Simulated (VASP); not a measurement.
# CdS (I-4m2) in VASP: further runs

CdS is run at these levels: r2SCAN; tasks: single point.

All numbers are computed with VASP 6.6.1; they aren't measurements. Logs are shortened: lines on timing, memory, paths and dates and some standing lists are left out, and cuts for length are marked.

**1. The cell of the first run**

The structure is tetragonal, space group I-4m2 (No. 119). The conventional cell has a = 4.115 Å, b = 4.115 Å, c = 5.471 Å, α = 90.00°, β = 90.00°, γ = 90.00°. Within 3.3 Å of Cd (site symmetry -4m2) lie 4 S at 2.47 Å. Within 3.3 Å of S (site symmetry -4m2) lie 4 Cd at 2.47 Å.

**2. Single point, r2SCAN (strain -0.0600 x Voigt [0, 1, 0, 0, 0, 0])**

Input file POSCAR:

```
CdS
1.0
    0.0000000000      2.7354000000      2.9100000000
    2.9100000000      0.0000000000      2.9100000000
    2.9100000000      2.7354000000      0.0000000000
Cd S
1 1
Direct
    0.0000000000      0.0000000000      0.0000000000
    0.7500000000      0.7500000000      0.7500000000
```

Input file INCAR.step1:

```
SYSTEM = CdS
  PREC = Accurate
  ENCUT = 520
  ISMEAR = 0
  SIGMA = 0.05
  LREAL = .FALSE.
  LASPH = .TRUE.
  NELM = 60
  NBANDS = 16
  GGA = PE
  ALGO = Normal
  EDIFF = 1E-4
  LWAVE = .TRUE.
  LCHARG = .FALSE.
```

Input file INCAR.step2:

```
SYSTEM = CdS
  PREC = Accurate
  ENCUT = 520
  EDIFF = 1E-6
  ISMEAR = 0
  SIGMA = 0.05
  LREAL = .FALSE.
  LASPH = .TRUE.
  NELM = 60
  ALGO = Normal
  ISIF = 2
  LWAVE = .FALSE.
  LCHARG = .TRUE.
  METAGGA = R2SCAN
  LMIXTAU = .TRUE.
  LELF = .TRUE.
  LVHAR = .TRUE.
  NBANDS = 16
  ISTART = 1
```

Input file KPOINTS:

```
Automatic mesh
0
G
  8 8 8
  0 0 0
```

Potentials or basis: VASP PAW PBE potentials, release 64 (Cd, S).

Command:

```sh
cat potpaw_PBE.64/Cd/POTCAR potpaw_PBE.64/S/POTCAR > POTCAR
cp INCAR.step1 INCAR
mpirun -np 1 vasp_std > vasp.out
cp INCAR.step2 INCAR
mpirun -np 1 vasp_std > vasp.out
```

OUTCAR:

```text
SYSTEM = CdS
   PREC = Accurate
   ENCUT = 520
   EDIFF = 1E-6
   ISMEAR = 0
   LREAL = .FALSE.
   LASPH = .TRUE.
   NELM = 60
   ISIF = 2
   METAGGA = R2SCAN
   ISTART = 1

 ion  position               nearest neighbor table
   1  0.000  0.000  0.000-   2 2.47   2 2.47   2 2.47   2 2.47
   2  0.750  0.750  0.750-   1 2.47   1 2.47   1 2.47   1 2.47

  LATTYP: Found a body centered tetragonal cell.
 ALAT       =     4.1153614665
 C/A-ratio  =     1.3293607486

  Lattice vectors:

 A1 = (   0.0000000000,  -2.7354000000,   2.9100000000)
 A2 = (   0.0000000000,  -2.7354000000,  -2.9100000000)
 A3 = (   2.9100000000,   2.7354000000,   0.0000000000)

Analysis of symmetry for initial positions (statically):
=====================================================================
 Subroutine PRICEL returns:
 Original cell was already a primitive cell.

 Routine SETGRP: Setting up the symmetry group for a
 body centered tetragonal supercell.

 Subroutine GETGRP returns: Found  8 space group operations
 (whereof  8 operations were pure point group operations)
 out of a pool of 16 trial point group operations.

The static configuration has the point symmetry D_2d.

Analysis of symmetry for dynamics (positions and initial velocities):
=====================================================================
 Subroutine PRICEL returns:
 Original cell was already a primitive cell.

 Routine SETGRP: Setting up the symmetry group for a
 body centered tetragonal supercell.

 Subroutine GETGRP returns: Found  8 space group operations
 (whereof  8 operations were pure point group operations)
 out of a pool of 16 trial point group operations.

The dynamic configuration has the point symmetry D_2d.

 Subroutine INISYM returns: Found  8 space group operations
 (whereof  8 operations are pure point group operations),
 and found     1 'primitive' translations

----------------------------------------------------------------------------------------

                                     Primitive cell

  volume of cell :      46.3273

  direct lattice vectors                    reciprocal lattice vectors
     0.000000000  2.735400000  2.910000000    -0.171821306  0.182788623  0.171821306
     2.910000000  0.000000000  2.910000000     0.171821306 -0.182788623  0.171821306
     2.910000000  2.735400000  0.000000000     0.171821306  0.182788623 -0.171821306

  length of vectors
     3.993809354  4.115361467  3.993809354     0.304067103  0.304067103  0.304067103

  position of ions in fractional coordinates (direct lattice)
     0.000000000  0.000000000  0.000000000
     0.750000000  0.750000000  0.750000000

  ion indices of the primitive-cell ions
   primitive index   ion index
                 1           1
                 2           2

----------------------------------------------------------------------------------------

 KPOINTS: Automatic mesh

Automatic generation of k-mesh.
 Grid dimensions read from file:
 generate k-points for:    8    8    8

 Generating k-lattice:

  Cartesian coordinates                     Fractional coordinates (reciprocal lattice)
    -0.021477663  0.022848578  0.021477663     0.125000000  0.000000000  0.000000000
     0.021477663 -0.022848578  0.021477663    -0.000000000  0.125000000 -0.000000000
     0.021477663  0.022848578 -0.021477663     0.000000000  0.000000000  0.125000000

  Length of vectors
     0.038008388  0.038008388  0.038008388

  Shift w.r.t. Gamma in fractional coordinates (k-lattice)
     0.000000000  0.000000000  0.000000000

 Subroutine IBZKPT returns following result:
 ===========================================

 Found     59 irreducible k-points:

 Following reciprocal coordinates:
            Coordinates               Weight
  0.000000  0.000000  0.000000      1.000000
  0.125000  0.000000  0.000000      8.000000
  0.250000  0.000000  0.000000      8.000000
  0.375000  0.000000 -0.000000      8.000000
  0.500000  0.000000  0.000000      4.000000
  0.125000  0.125000  0.000000      4.000000
[... 16 lines left out ...]
  0.250000  0.000000  0.125000      8.000000
  0.375000  0.000000  0.125000      8.000000
 [... further k-points ...]
   k-points           NKPTS =     59   k-points in BZ     NKDIM =     59   number of bands    NBANDS=     16
   number of dos      NEDOS =    301   number of ions     NIONS =      2
   total plane-waves  NPLWV =  28800
   dimension x,y,z NGX =    30 NGY =   32 NGZ =   30
   dimension x,y,z NGXF=    60 NGYF=   64 NGZF=   60
   ions per type =               1   1
   NGX,Y,Z   is equivalent  to a cutoff of  12.49, 12.93, 12.49 a.u.
   NGXF,Y,Z  is equivalent  to a cutoff of  24.98, 25.85, 24.98 a.u.
 SYSTEM =  CdS
   PREC   = accura    normal or accurate (medium, high low for compatibility)
   ISTART =      1    job   : 0-new  1-cont  2-samecut
   ICHARG =      0    charge: 1-file 2-atom 10-const
   ISPIN  =      1    spin polarized calculation?
   LNONCOLLINEAR =      F non collinear calculations
   LSORBIT =      F    spin-orbit coupling
   LASPH  =      T    aspherical Exc in radial PAW
   ENCUT  =  520.0 eV  38.22 Ry    6.18 a.u.   7.43  7.65  7.43*2*pi/ulx,y,z
   NELM   =     60;   NELMIN=  2; NELMDL=  0     # of ELM steps
   EDIFF  = 0.1E-05   stopping-criterion for ELM
   LREAL  =      F    real-space projection
   EDIFFG = 0.1E-04   stopping-criterion for IOM
   NSW    =      0    number of steps for IOM
   IBRION =     -1    ionic relax: 0-MD 1-quasi-New 2-CG
   NFREE  =      0    steps in history (QN), initial steepest desc. (CG)
   ISIF   =      2    stress and relaxation
   ISYM   =      2    0-nonsym 1-usesym 2-fastsym
   POTIM  = 0.5000    time-step for ionic-motion
   TEBEG  =    0.0;   TEEND  =   0.0 temperature during run
   PSTRESS=    0.0 pullay stress
   NELECT =      18.0000    total number of electrons
   NUPDOWN=      -1.0000    fix difference up-down
   EMIN   =  10.00;   EMAX   =-10.00  energy-range for DOS
   EFERMI =   0.00;   METHOD = LEGACY
   ISMEAR =     0;   SIGMA  =   0.05  broadening in eV -4-tet -1-fermi 0-gaus
   EFERMI_NEDOS =   21; number of points for ismear=-14 and -15
   IALGO  =     38    algorithm
   IMIX   =      4    mixing-type and parameters
     AMIX     =   0.40;   BMIX     =  1.00
     AMIX_MAG =   1.60;   BMIX_MAG =  1.00
  volume/ion in A,a.u.               =      23.16       156.32
  Fermi-wavevector in a.u.,A,eV,Ry     =   1.194593  2.257454 19.416236  1.427053
  Thomas-Fermi vector in A             =   2.330580
   LORBIT       =      0    0 simple, 1 ext, 2 COOP (PROOUT), +10 PAW based schemes
   METAGGA = R2SCAN    functional components
   LHFCALC =     F    Hartree Fock is set to
   AEXX    =    0.0000 exact exchange contribution
   IVDW    =     0    specifies the selected vdW correction
   LEPSILON=     F    determine dielectric tensor
   LRPA    =     F    only Hartree local field effects (RPA)
 non-spin polarized calculation
 Gauss-broadening in eV      SIGMA  =   0.05
  energy-cutoff  :      520.00
  volume of cell :       46.33
 maximum number of plane-waves:      1262
 NGX is ok and might be reduce to    30
   NGX = 15   NGY = 15   NGZ = 15

 number of electron      17.9999998 magnetization

 Free energy of the ion-electron system (eV)
  ---------------------------------------------------
  ext. energy  EPLUGINS =         0.00000000
  ---------------------------------------------------
  free energy    TOTEN  =       -29.58514906 eV

  energy without entropy =      -29.58514906  energy(sigma->0) =      -29.58514906

 E-fermi :   2.0600     XC(G=0): -10.0827

 val. band max:        1.7822518548   @ k =   0.0000   0.0000   0.0000
 cond. band min:       3.4142229629   @ k =   0.0000   0.0000   0.0000
 fundamental gap:      1.6319711081
 Fermi energy:         2.0599742224

 k-point     1 :       0.0000    0.0000    0.0000
  band No.  band energies     occupation
      1     -11.6607      2.00000
      2      -6.5871      2.00000
      3      -6.5871      2.00000
      4      -6.5496      2.00000
      5      -5.9759      2.00000
      6      -5.9430      2.00000
[... 8 lines left out ...]
     15      13.9015      0.00000
     16      14.2094      0.00000

 k-point     2 :       0.1250    0.0000    0.0000
  band No.  band energies     occupation
      1     -11.5878      2.00000
      2      -6.5600      2.00000
      3      -6.5448      2.00000
      4      -6.5041      2.00000
      5      -5.9740      2.00000
      6      -5.9467      2.00000
[... 8 lines left out ...]
     15      13.2677      0.00000
     16      14.6140      0.00000

 k-point     3 :       0.2500    0.0000    0.0000
  band No.  band energies     occupation
      1     -11.4104      2.00000
      2      -6.5028      2.00000
      3      -6.4719      2.00000
      4      -6.2934      2.00000
      5      -5.9575      2.00000
      6      -5.9470      2.00000
[... 8 lines left out ...]
     15      12.8479      0.00000
     16      13.8728      0.00000

 k-point     4 :       0.3750    0.0000   -0.0000
  band No.  band energies     occupation
      1     -11.2329      2.00000
      2      -6.4608      2.00000
      3      -6.4169      2.00000
      4      -5.9547      2.00000
      5      -5.9198      2.00000
      6      -5.8422      2.00000
[... 8 lines left out ...]
     15      13.9705      0.00000
     16      13.9770      0.00000
[... 324 lines left out ...]
 k-point    22 :       0.1250    0.0000    0.1250
  band No.  band energies     occupation
      1     -11.5579      2.00000
      2      -6.5332      2.00000
      3      -6.5331      2.00000
      4      -6.5079      2.00000
      5      -5.9591      2.00000
      6      -5.9562      2.00000
[... 8 lines left out ...]
     15      13.4718      0.00000
     16      15.6324      0.00000

 k-point    23 :       0.2500    0.0000    0.1250
  band No.  band energies     occupation
      1     -11.4124      2.00000
      2      -6.4819      2.00000
      3      -6.4697      2.00000
      4      -6.3662      2.00000
      5      -5.9581      2.00000
      6      -5.9335      2.00000
[... 8 lines left out ...]
     15      13.5309      0.00000
     16      15.0218      0.00000

 k-point    24 :       0.3750    0.0000    0.1250
  band No.  band energies     occupation
      1     -11.2366      2.00000
      2      -6.4227      2.00000
      3      -6.4187      2.00000
      4      -6.1120      2.00000
      5      -5.9029      2.00000
      6      -5.8334      2.00000
[... 8 lines left out ...]
     15      14.4159      0.00000
     16      14.7410      0.00000

 [... further k-points ...]

------------------------ aborting loop because EDIFF is reached ----------------------------------------

  FORCE on cell =-STRESS in cart. coord.  units (eV):
  Direction    XX          YY          ZZ          XY          YZ          ZX
  --------------------------------------------------------------------------------------
  -------------------------------------------------------------------------------------
  Total        2.0130092      2.1408910      2.0130092      0.0000000     -0.0000000      0.0000000
  in kB       69.6176770     74.0403257     69.6176770      0.0000000     -0.0000000      0.0000000
  external PRESSURE =      71.0918933 kB  Pullay stress =       0.0000000 kB

 VOLUME and BASIS-vectors are now :
 -----------------------------------------------------------------------------
  energy-cutoff  :      520.00
  volume of cell :       46.33
      direct lattice vectors                 reciprocal lattice vectors
     0.000000000  2.735400000  2.910000000    -0.171821306  0.182788623  0.171821306
     2.910000000  0.000000000  2.910000000     0.171821306 -0.182788623  0.171821306
     2.910000000  2.735400000  0.000000000     0.171821306  0.182788623 -0.171821306

 POSITION                                       TOTAL-FORCE (eV/Angst)
 -----------------------------------------------------------------------------------
      0.00000      0.00000      0.00000         0.000000      0.000000      0.000000
      4.36500      4.10310      4.36500        -0.000000     -0.000000     -0.000000
 -----------------------------------------------------------------------------------
    total drift:                                0.000037      0.000014      0.000037

  FREE ENERGIE OF THE ION-ELECTRON SYSTEM (eV)
  ---------------------------------------------------
  free  energy   TOTEN  =       -29.5851490584 eV

  energy  without entropy=      -29.5851490584  energy(sigma->0) =      -29.58514906
```

Run time: 72 s. Hardware: 1 thread of Intel Xeon 6975P-C (Granite Rapids), shared host; peak memory 0.19 GiB.

Results:

```
Free energy            : -29.5851 eV
Pressure               : 7.1 GPa
Band gap on the k mesh : 1.63 eV, direct
```

Caveat: the cell differs from its parent crystal (strain -0.0600 x Voigt [0, 1, 0, 0, 0, 0]); the PAW data sets were made with another functional, which shifts forces and pressure a little.

**3. Single point, r2SCAN (strain -0.0450 x Voigt [0, 1, 0, 0, 0, 0])**

Input file POSCAR:

```
CdS
1.0
    0.0000000000      2.7790500000      2.9100000000
    2.9100000000      0.0000000000      2.9100000000
    2.9100000000      2.7790500000      0.0000000000
Cd S
1 1
Direct
    0.0000000000      0.0000000000      0.0000000000
    0.7500000000      0.7500000000      0.7500000000
```

Input file INCAR.step1:

```
PREC = Accurate ; ENCUT = 520
ISMEAR = 0 ; SIGMA = 0.05
LREAL = F ; LASPH = T
NELM = 60 ; NBANDS = 16
GGA = PE ; ALGO = Normal
EDIFF = 1E-4 ; LWAVE = T
LCHARG = F
```

Input file INCAR.step2:

```
PREC = Accurate ; ENCUT = 520
EDIFF = 1E-7 ; ISMEAR = 0
SIGMA = 0.05 ; LREAL = F
LASPH = T ; NELM = 60
ALGO = Normal ; ISIF = 2
LWAVE = F ; LCHARG = T
METAGGA = R2SCAN ; LMIXTAU = T
LELF = T ; LVHAR = T
NBANDS = 16 ; ISTART = 1
```

Input file KPOINTS:

```
Automatic mesh
0
Gamma
  8 8 8
```

Potentials or basis: VASP PAW PBE potentials, release 64 (Cd, S).

Command:

```sh
cat potpaw_PBE.64/Cd/POTCAR potpaw_PBE.64/S/POTCAR > POTCAR
cp INCAR.step1 INCAR
mpirun -np 1 vasp_std > vasp.out
cp INCAR.step2 INCAR
mpirun -np 1 vasp_std > vasp.out
```

Run time: 82 s. Hardware: 1 thread of Intel Xeon 6975P-C (Granite Rapids), shared host; peak memory 0.2 GiB.

Results (log left out):

```
Free energy            : -29.6163 eV
Pressure               : 5.8 GPa
Band gap on the k mesh : 1.62 eV, direct
```

Stress tensor (GPa, compression positive):
```
5.63 0.00 0.00
0.00 6.07 0.00
0.00 0.00 5.63
```

Levels at points of the mesh, in eV from the valence-band top:
```csv
k point,band 7,band 8,band 9,band 10,band 11,band 12
"(0.00, 0.00, 0.00)",-0.13,-0.13,0.00,1.62,6.97,6.97
"(0.50, 0.00, 0.00)",-4.89,-1.03,-0.84,3.45,7.20,7.60
"(0.50, 0.50, 0.00)",-4.41,-2.19,-2.09,3.74,4.87,9.80
"(0.50, 0.00, 0.50)",-4.11,-2.34,-2.34,3.55,4.43,10.34
```

Caveat: the cell differs from its parent crystal (strain -0.0450 x Voigt [0, 1, 0, 0, 0, 0]); the PAW data sets were made with another functional, which shifts forces and pressure a little.
